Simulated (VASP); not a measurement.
A run of VASP 6.6.1 is set up as follows.

INCAR

```
SYSTEM = NaCl
ALGO     = Normal         ! electronic algorithm
EDIFF    = 1E-7           ! SCF threshold, eV
ENCUT    = 520            ! plane-wave cutoff, eV
GGA      = PS             ! functional
ISIF     = 2              ! what is computed and relaxed
ISMEAR   = 0              ! smearing method
LASPH    = .True.         ! aspherical terms in the spheres
LCHARG   = .False.        ! write CHGCAR
LREAL    = .False.        ! projectors in reciprocal space
LWAVE    = .False.        ! write WAVECAR
NBANDS   = 14             ! bands
NELM     = 100            ! most SCF steps
PREC     = Accurate       ! precision mode
SIGMA    = 0.05           ! smearing width, eV
```

KPOINTS

```
k-points
0
Gamma
  8 8 8
  0 0 0
```

The input POSCAR:

```
NaCl
1.0
    0.0000000000      2.8317500000      2.6052100000
    2.8317500000      0.0000000000      2.6052100000
    2.8317500000      2.8317500000      0.0000000000
Na Cl
1 1
Direct
    0.0000000000      0.0000000000      0.0000000000
    0.5000000000      0.5000000000      0.5000000000
```

Potentials or basis: VASP PAW PBE potentials, release 64 (Na_pv, Cl).

The run is started by

```console
$ cat potpaw_PBE.64/Na_pv/POTCAR potpaw_PBE.64/Cl/POTCAR > POTCAR
$ mpirun -np 1 vasp_std > vasp.out
```

Predict the pressure.

2.1 GPa.

Predict the band gap on the k mesh.

5.18 eV.

Stress tensor (GPa, compression positive):
```
0.20 0.00 0.00
0.00 0.20 0.00
0.00 0.00 5.90
```

Caveat: the cell differs from its parent crystal (strain +0.000 along x and y, -0.080 along z); the PAW data sets were made with another functional, which shifts forces and pressure a little.
